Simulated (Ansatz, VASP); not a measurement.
GaCo in VASP and in Ansatz

```
Ga Co
1.0
     3.11375    0.00000    0.00000
     0.00000    3.11375    0.00000
     0.00000    0.00000    2.76778
Ga Co
1 1
Direct
  0.50000 0.50000 0.50000
  0.00000 0.00000 0.00000
```

Change from the starting cell: strain +0.080 along x and y, -0.040 along z, atoms carried along.

Alike in both runs: task single point; functional PBEsol; k mesh 16 × 16 × 16; occupations gaussian, width 0.15 eV; no spin polarisation.

```csv
,VASP,Ansatz
version,VASP 6.6.1,Ansatz 0.2.0
potentials or method,"VASP PAW PBE potentials, release 64 (Ga_d, Co), cutoff 520 eV","scalar-relativistic, plane waves, PAW"
valence electrons in the cell,22,30
```

|  | VASP | Ansatz | Ansatz less VASP |
| --- | --- | --- | --- |
| gap on the k mesh at the Fermi level (eV) | none | none | - |
| pressure (GPa) | -20.8 | -20.9 | -0.14 |
| traceless stress, the component that is largest in VASP (GPa) | 7.07 | 7.05 | -0.018 |

VASP's potentials were made for PBE, not for PBEsol. A gap of «none» marks a metal or a gap that the smearing closes. VASP's potentials hold 22 valence electrons a cell and Ansatz's 30, so a difference there can come from the potentials and not from the codes.
